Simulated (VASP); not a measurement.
Wanted: the native input for a VASP 6.6.1 run.

| Item | Value |
| --- | --- |
| Task | single point |
| Functional | BLYP |
| Potentials or basis | VASP PAW PBE potentials, release 64 (Ti_sv, C) |
| Cutoff | 520 eV |
| k mesh | 11 × 11 × 11 |
| Occupations | fermi-dirac, width 0.05 eV |
| Spin | no spin polarisation |
| Dipole correction | no |
| Further INCAR settings | ALGO = Normal; EDIFF = 1e-06; NBANDS = 15 |

The structure of TiC lies in POSCAR:

```
TiC
1.0
    0.0000000000      2.1800617706      2.1800617706
    2.1800617706      0.0000000000      2.1800617706
    2.1800617706      2.1800617706      0.0000000000
Ti C
1 1
Direct
    0.0000000000      0.0000000000      0.0000000000
    0.5000000000      0.5000000000      0.5000000000
```

These files were run (other wordings do the same):

INCAR

```
  PREC = Accurate
  ENCUT = 520
  EDIFF = 1E-6
  ISMEAR = -1
  SIGMA = 0.05
  LREAL = F
  LASPH = T
  NELM = 60
  ALGO = Normal
  ISIF = 2
  LWAVE = F
  LCHARG = T
  GGA = B5
  ALDAX = 1.0
  AGGAX = 1.0
  AGGAC = 1.0
  ALDAC = 0.0
  LELF = T
  LVHAR = T
  NBANDS = 15
```

KPOINTS

```
regular mesh
0
Gamma
  11 11 11
```

Potentials or basis: VASP PAW PBE potentials, release 64 (Ti_sv, C).

Command:

```console
$ cat potpaw_PBE.64/Ti_sv/POTCAR potpaw_PBE.64/C/POTCAR > POTCAR
$ mpirun -np 1 vasp_std > vasp.out
```

Results of the run:

```yaml
Pressure: 3.8 GPa
Band_gap_on_the_k_mesh: zero (band 8 reaches 10.29 eV, above the bottom of band 9 at 9.21 eV)
```

Caveat: the PAW data sets were made with another functional, which shifts forces and pressure a little.

It took 11 s on 1 thread of Intel(R) Xeon(R) 6975P-C (Granite Rapids) (shared host), peak memory 0.14 GiB.
